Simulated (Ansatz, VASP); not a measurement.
**PtS2 in VASP and in Ansatz**

INCAR

```
SYSTEM = PtS2
PREC = Accurate
ENCUT = 520
EDIFF = 1E-6
ISMEAR = -1
SIGMA = 0.05
LREAL = .False.
LASPH = .True.
NELM = 60
ALGO = Normal
ISIF = 2
LWAVE = .False.
LCHARG = .False.
NBANDS = 18
```

The input KPOINTS:

```
Automatic mesh
0
Gamma
  9 9 5
  0 0 0
```

Contents of POSCAR:

```
PtS2
1.0
    3.5898263996      0.0000000000      0.0000000000
   -1.7949131998      3.1088808573      0.0000000000
    0.0000000000      0.0000000000      5.1051076040
Pt S
1 2
Direct
    0.0000000000      0.0000000000      0.0000000000
    0.6666666667      0.3333333333      0.7730000000
    0.3333333333      0.6666666667      0.2270000000
```

The input input.yaml:

```yaml
crystal:
  lattice:
    - [3.5898263996, 0.0, 0.0]
    - [-1.7949131998, 3.1088808573, 0.0]
    - [0.0, 0.0, 5.105107604]
  atoms:
    - { symbol: Pt, position: [0.0, 0.0, 0.0] }
    - { symbol: S, position: [0.6666666667, 0.3333333333, 0.773] }
    - { symbol: S, position: [0.3333333333, 0.6666666667, 0.227] }
kpoints:
  mp_grid: { grid: [9, 9, 5] }
scf:
  occupations: { method: fermi_dirac, width: 0.05 }
hamiltonian:
  xc: lda
  pseudopotentials: { kind: all_electron, lapw: { basis_error: 0.002 } }
output:
  forces: true
  stress: true
  eigenvalues: true
```

Change from the starting cell: volume scaled by 1.04.

Alike in both runs: task single point; functional LDA; k mesh 9 × 9 × 5; occupations fermi-dirac, width 0.05 eV; no spin polarisation.

|  | VASP | Ansatz |
| --- | --- | --- |
| version | VASP 6.6.1 | Ansatz 0.2.0 |
| potentials or method | VASP PAW LDA potentials, release 64 (Pt, S), cutoff 520 eV | all-electron LAPW, scalar-relativistic |

```tsv
	VASP	Ansatz	Ansatz less VASP
gap on the k mesh at the Fermi level (eV)	0.87	0.87	+0.001
least direct gap on the mesh (eV)	0.92	0.92	+0.001
pressure (GPa)	-2.3	-2.3	+0.07
traceless stress, the component that is largest in VASP (GPa)	1.59	1.57	-0.021
rms of the force components (eV/Å)	0.115	0.114	-0.0006
```

LDA's correlation is that of Perdew and Zunger in VASP and of Perdew and Wang (1992) in Ansatz. Atom by atom the forces differ by 0.001 eV/Å (rms over components). Ansatz ran all-electron here, and VASP with PAW potentials.

Neither program's run includes spin-orbit coupling.
